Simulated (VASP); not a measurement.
A run of VASP 6.6.1 is set up as follows.

INCAR

```
ALGO     = Normal         # electronic algorithm
EDIFF    = 1E-6           # SCF threshold, eV
ENCUT    = 520            # plane-wave cutoff, eV
GGA      = PE             # functional
ISIF     = 2              # what is computed and relaxed
ISMEAR   = 0              # smearing method
ISYM     = 0            
LASPH    = True           # aspherical terms in the spheres
LCHARG   = True           # write CHGCAR
LELF     = True           # ELF
LREAL    = Auto         
LVHAR    = True         
LWAVE    = False          # write WAVECAR
NBANDS   = 67             # bands
NELM     = 100            # most SCF steps
PREC     = Accurate       # precision mode
SIGMA    = 0.1            # smearing width, eV
```

Contents of KPOINTS:

```
k-points
0
Gamma
  3 3 3
```

POSCAR

```
Si7Ni8
1.0
   -6.0912209331      0.0291165733      0.0156552036
   -3.0490707839      3.0813860331     -4.7772521389
   -3.0180193420     -3.0721567494     -4.7910116808
Si Ni
7 8
Direct
    0.6995631577      0.3577803713      0.7974624274
    0.1449136730      0.3202019004      0.8337968848
    0.6631130215      0.8023413310      0.3527559664
    0.1842076424      0.8422353577      0.3130086924
    0.5606449718      0.4073443614      0.4312631926
    0.0657364675      0.9024758190      0.9357565779
    0.5881989410      0.9329729675      0.9096163327
    0.4292363321      0.5891856127      0.0677862993
    0.9074734341      0.5595530897      0.1031837978
    0.3955303770      0.0718133853      0.5900526248
    0.9352518651      0.1066290688      0.5620107975
    0.8406025710      0.7022002033      0.6579989496
    0.3045116784      0.6550175213      0.6873343571
    0.8098288817      0.1506361758      0.1919875584
    0.3566233161      0.1852798043      0.1400819167
```

Potentials or basis: VASP PAW PBE potentials, release 64 (Si, Ni).

Run with:

```bash
$ cat potpaw_PBE.64/Si/POTCAR potpaw_PBE.64/Ni/POTCAR > POTCAR
$ mpirun -np 1 vasp_std > vasp.out
```

(1) Estimate the pressure.

(2) Predict the band gap on the k mesh.

(3) Predict the largest force.

Answers

(1) 0.1 GPa.

(2) zero (band 54 reaches 10.34 eV, above the bottom of band 55 at 9.58 eV).

(3) 0.021 eV/Å.

Caveat: the k points lie up to 0.41 Å⁻¹ apart.
